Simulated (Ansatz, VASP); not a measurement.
**BiTe in VASP and in Ansatz**

```xyz
2
Lattice="0.7885 3.6735 3.6735 3.6735 0.7885 3.6735 3.6735 3.6735 0.7885" Properties=species:S:1:pos:R:3 pbc="T T T"
Bi    0.0000    0.0000    0.0000
Te    4.0677    4.0677    4.0677
```

Alike in both runs: task single point; functional PBE; k mesh 14 × 14 × 14; occupations gaussian, width 0.15 eV; no spin polarisation.

```csv
,VASP,Ansatz
version,VASP 6.6.1,Ansatz 0.2.0
potentials or method,"VASP PAW PBE potentials, release 64 (Bi_d, Te), cutoff 520 eV","scalar-relativistic, plane waves, PAW"
valence electrons in the cell,21,31
```

```tsv
	VASP	Ansatz	Ansatz less VASP
gap on the k mesh at the Fermi level (eV)	none	none	-
pressure (GPa)	-2.1	-2.0	+0.06
traceless stress, the component that is largest in VASP (GPa)	-2.00	-2.00	-0.001
```

A gap of «none» marks a metal or a gap that the smearing closes. The functional is the same, so the differences come from potentials, cutoffs and numerics. VASP's potentials hold 21 valence electrons a cell and Ansatz's 31, so a difference there can come from the potentials and not from the codes.

Neither program's run includes spin-orbit coupling.
